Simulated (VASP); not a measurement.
# MgO (db.b) (Fm-3m) in VASP: single point with PBE

Aim: the single point of MgO (db.b) with PBE.

All numbers are computed with VASP 6.6.1; they aren't measurements. Logs are shortened: lines on timing, memory, paths and dates and some standing lists are left out, and cuts for length are marked.

### 1 The cell of the first run

Symmetry: Fm-3m, No. 225, cubic system. Conventional cell: a = 4.217 Å, b = 4.217 Å, c = 4.217 Å, α = 90.00°, β = 90.00°, γ = 90.00°. Mg (site symmetry m-3m) has 6 O at 2.11 Å within 2.8 Å. O (site symmetry m-3m) has 6 Mg at 2.11 Å within 2.8 Å.

### 2 Single point, PBE

Contents of INCAR:

```
ALGO = Normal
EDIFF = 1E-6
ENCUT = 600
GGA = PE
GGA_COMPAT = False
ISIF = 2
ISMEAR = 0
LASPH = True
LCHARG = False
LREAL = False
LWAVE = False
NBANDS = 11
NELM = 120
PREC = Accurate
SIGMA = 0.02
```

Contents of KPOINTS:

```
k-points
0
Gamma
  10 10 10
```

Contents of POSCAR:

```
MgO
1.0
    0.0000000000      2.1085000000      2.1085000000
    2.1085000000      0.0000000000      2.1085000000
    2.1085000000      2.1085000000      0.0000000000
Mg O
1 1
Direct
    0.0000000000      0.0000000000      0.0000000000
    0.5000000000      0.5000000000      0.5000000000
```

Potentials or basis: VASP PAW PBE potentials, release 64 (Mg, O).

Launch:

```bash
$ cat potpaw_PBE.64/Mg/POTCAR potpaw_PBE.64/O/POTCAR > POTCAR
$ mpirun -np 1 vasp_std > vasp.out
```

OUTCAR:

```text
EDIFF = 1E-6
   ENCUT = 600
   GGA = PE
   ISIF = 2
   ISMEAR = 0
   LASPH = True
   LREAL = False
   NELM = 120
   PREC = Accurate

 ion  position               nearest neighbor table
   1  0.000  0.000  0.000-   2 2.11   2 2.11   2 2.11   2 2.11   2 2.11   2 2.11
   2  0.500  0.500  0.500-   1 2.11   1 2.11   1 2.11   1 2.11   1 2.11   1 2.11

  LATTYP: Found a face centered cubic cell.
 ALAT       =     4.2170000000

  Lattice vectors:

 A1 = (   0.0000000000,   2.1085000000,   2.1085000000)
 A2 = (   2.1085000000,   0.0000000000,   2.1085000000)
 A3 = (   2.1085000000,   2.1085000000,   0.0000000000)

Analysis of symmetry for initial positions (statically):
=====================================================================
 Subroutine PRICEL returns:
 Original cell was already a primitive cell.

 Routine SETGRP: Setting up the symmetry group for a
 face centered cubic supercell.

 Subroutine GETGRP returns: Found 48 space group operations
 (whereof 48 operations were pure point group operations)
 out of a pool of 48 trial point group operations.

The static configuration has the point symmetry O_h .

Analysis of symmetry for dynamics (positions and initial velocities):
=====================================================================
 Subroutine PRICEL returns:
 Original cell was already a primitive cell.

 Routine SETGRP: Setting up the symmetry group for a
 face centered cubic supercell.

 Subroutine GETGRP returns: Found 48 space group operations
 (whereof 48 operations were pure point group operations)
 out of a pool of 48 trial point group operations.

The dynamic configuration has the point symmetry O_h .

 Subroutine INISYM returns: Found 48 space group operations
 (whereof 48 operations are pure point group operations),
 and found     1 'primitive' translations

----------------------------------------------------------------------------------------

                                     Primitive cell

  volume of cell :      18.7478

  direct lattice vectors                    reciprocal lattice vectors
     0.000000000  2.108500000  2.108500000    -0.237135404  0.237135404  0.237135404
     2.108500000  0.000000000  2.108500000     0.237135404 -0.237135404  0.237135404
     2.108500000  2.108500000  0.000000000     0.237135404  0.237135404 -0.237135404

  length of vectors
     2.981869296  2.981869296  2.981869296     0.410730569  0.410730569  0.410730569

  position of ions in fractional coordinates (direct lattice)
     0.000000000  0.000000000  0.000000000
     0.500000000  0.500000000  0.500000000

  ion indices of the primitive-cell ions
[... 85 lines left out ...]
   PSTRESS=    0.0 pullay stress
   NELECT =       8.0000    total number of electrons
   NUPDOWN=      -1.0000    fix difference up-down
   EMIN   =  10.00;   EMAX   =-10.00  energy-range for DOS
   EFERMI =   0.00;   METHOD = LEGACY
   ISMEAR =     0;   SIGMA  =   0.02  broadening in eV -4-tet -1-fermi 0-gaus
   EFERMI_NEDOS =   21; number of points for ismear=-14 and -15
   IALGO  =     38    algorithm
   IMIX   =      4    mixing-type and parameters
     AMIX     =   0.40;   BMIX     =  1.00
     AMIX_MAG =   1.60;   BMIX_MAG =  1.00
  volume/ion in A,a.u.               =       9.37        63.26
  Fermi-wavevector in a.u.,A,eV,Ry     =   1.232503  2.329092 20.668107  1.519063
  Thomas-Fermi vector in A             =   2.367270
   LORBIT       =      0    0 simple, 1 ext, 2 COOP (PROOUT), +10 PAW based schemes
   GGA     = PE    functional components
   LHFCALC =     F    Hartree Fock is set to
   AEXX    =    0.0000 exact exchange contribution
   IVDW    =     0    specifies the selected vdW correction
   LEPSILON=     F    determine dielectric tensor
   LRPA    =     F    only Hartree local field effects (RPA)
 non-spin polarized calculation
 Gauss-broadening in eV      SIGMA  =   0.02
  energy-cutoff  :      600.00
  volume of cell :       18.75
 maximum number of plane-waves:       636
   NGX = 11   NGY = 11   NGZ = 11

 number of electron       8.0000005 magnetization

 Free energy of the ion-electron system (eV)
  ---------------------------------------------------
  ext. energy  EPLUGINS =         0.00000000
  ---------------------------------------------------
  free energy    TOTEN  =       -11.91055176 eV

  energy without entropy =      -11.91055176  energy(sigma->0) =      -11.91055176

 E-fermi :   3.2702     XC(G=0): -11.0616

 val. band max:        3.1586834551   @ k =   0.0000   0.0000   0.0000
 cond. band min:       7.8522375135   @ k =   0.0000   0.0000   0.0000
 fundamental gap:      4.6935540583
 Fermi energy:         3.2701542179

 k-point     1 :       0.0000    0.0000    0.0000
  band No.  band energies     occupation
      1     -14.0858      2.00000
      2       3.1587      2.00000
      3       3.1587      2.00000
      4       3.1587      2.00000
      5       7.8522      0.00000
      6      18.9410      0.00000
      7      18.9410      0.00000
      8      18.9410      0.00000
      9      22.8472      0.00000
     10      24.6187      0.00000
     11      24.6187      0.00000
[... 309 lines left out ...]
 k-point    24 :       0.4000    0.3000    0.0000
  band No.  band energies     occupation
      1     -12.8566      2.00000
      2      -0.4046      2.00000
      3       1.8611      2.00000
      4       2.0788      2.00000
      5      12.6987      0.00000
      6      13.3279      0.00000
      7      16.7245      0.00000
      8      21.2917      0.00000
      9      21.4973      0.00000
     10      28.0043      0.00000
     11      30.0660      0.00000

 [... further k-points ...]

------------------------ aborting loop because EDIFF is reached ----------------------------------------

  FORCE on cell =-STRESS in cart. coord.  units (eV):
  Direction    XX          YY          ZZ          XY          YZ          ZX
  --------------------------------------------------------------------------------------
  -------------------------------------------------------------------------------------
  Total        0.3636042      0.3636042      0.3636042     -0.0000000      0.0000000     -0.0000000
  in kB       31.0733916     31.0733916     31.0733916     -0.0000000      0.0000000     -0.0000000
  external PRESSURE =      31.0733916 kB  Pullay stress =       0.0000000 kB

 VOLUME and BASIS-vectors are now :
 -----------------------------------------------------------------------------
  energy-cutoff  :      600.00
  volume of cell :       18.75
      direct lattice vectors                 reciprocal lattice vectors
     0.000000000  2.108500000  2.108500000    -0.237135404  0.237135404  0.237135404
     2.108500000  0.000000000  2.108500000     0.237135404 -0.237135404  0.237135404
     2.108500000  2.108500000  0.000000000     0.237135404  0.237135404 -0.237135404

 POSITION                                       TOTAL-FORCE (eV/Angst)
 -----------------------------------------------------------------------------------
      0.00000      0.00000      0.00000        -0.000000     -0.000000     -0.000000
      2.10850      2.10850      2.10850         0.000000      0.000000      0.000000
 -----------------------------------------------------------------------------------
    total drift:                               -0.000000     -0.000000      0.000000

  FREE ENERGIE OF THE ION-ELECTRON SYSTEM (eV)
  ---------------------------------------------------
  free  energy   TOTEN  =       -11.9105517633 eV

  energy  without entropy=      -11.9105517633  energy(sigma->0) =      -11.91055176
```

OSZICAR:

```text
N       E                     dE             d eps       ncg     rms          rms(c)
DAV:   1     0.188162379041E+02    0.18816E+02   -0.48547E+03  1162   0.725E+02
DAV:   2    -0.127189794504E+02   -0.31535E+02   -0.30758E+02  1198   0.147E+02
DAV:   3    -0.134665262063E+02   -0.74755E+00   -0.74692E+00  1247   0.203E+01
DAV:   4    -0.134682828424E+02   -0.17566E-02   -0.17566E-02  1121   0.112E+00
DAV:   5    -0.134682885556E+02   -0.57132E-05   -0.57132E-05  1232   0.637E-02    0.721E+00
DAV:   6    -0.119284021804E+02    0.15399E+01   -0.87803E+00  1067   0.163E+01    0.223E+00
DAV:   7    -0.119163890663E+02    0.12013E-01   -0.55558E-02  1130   0.214E+00    0.135E+00
DAV:   8    -0.119109537764E+02    0.54353E-02   -0.28517E-02  1085   0.191E+00    0.242E-01
DAV:   9    -0.119105695594E+02    0.38422E-03   -0.56775E-04  1166   0.168E-01    0.137E-01
DAV:  10    -0.119105498663E+02    0.19693E-04   -0.52558E-04  1148   0.173E-01    0.880E-03
DAV:  11    -0.119105518615E+02   -0.19952E-05   -0.26414E-06  1184   0.139E-02    0.574E-03
DAV:  12    -0.119105517633E+02    0.98156E-07   -0.64535E-07   637   0.636E-03
   1 F= -.11910552E+02 E0= -.11910552E+02  d E =-.109260E-17
```

It took 7.1 s on 1 thread of AMD EPYC 9R45 (Zen 5), shared host; peak memory 0.11 GiB.

Results:

| Item | Value |
| --- | --- |
| Free energy | -11.9106 eV |
| Pressure | 3.1 GPa |
| Band gap on the k mesh | 4.69 eV, direct |

Levels at points of the mesh, in eV from the valence-band top:
| k point | band 1 | band 2 | band 3 | band 4 | band 5 | band 6 | band 7 | band 8 | band 9 |
| --- | --- | --- | --- | --- | --- | --- | --- | --- | --- |
| (0.00, 0.00, 0.00) | -17.24 | 0.00 | 0.00 | 0.00 | 4.69 | 15.78 | 15.78 | 15.78 | 19.69 |
| (0.50, 0.00, 0.00) | -15.97 | -4.60 | -0.65 | -0.65 | 7.88 | 12.57 | 16.28 | 16.28 | 20.84 |
| (0.50, 0.50, 0.00) | -15.71 | -4.07 | -1.34 | -1.34 | 9.12 | 9.93 | 13.06 | 18.92 | 18.92 |

Expect the measured gap to be larger: semilocal functionals such as PBE lack the derivative discontinuity.
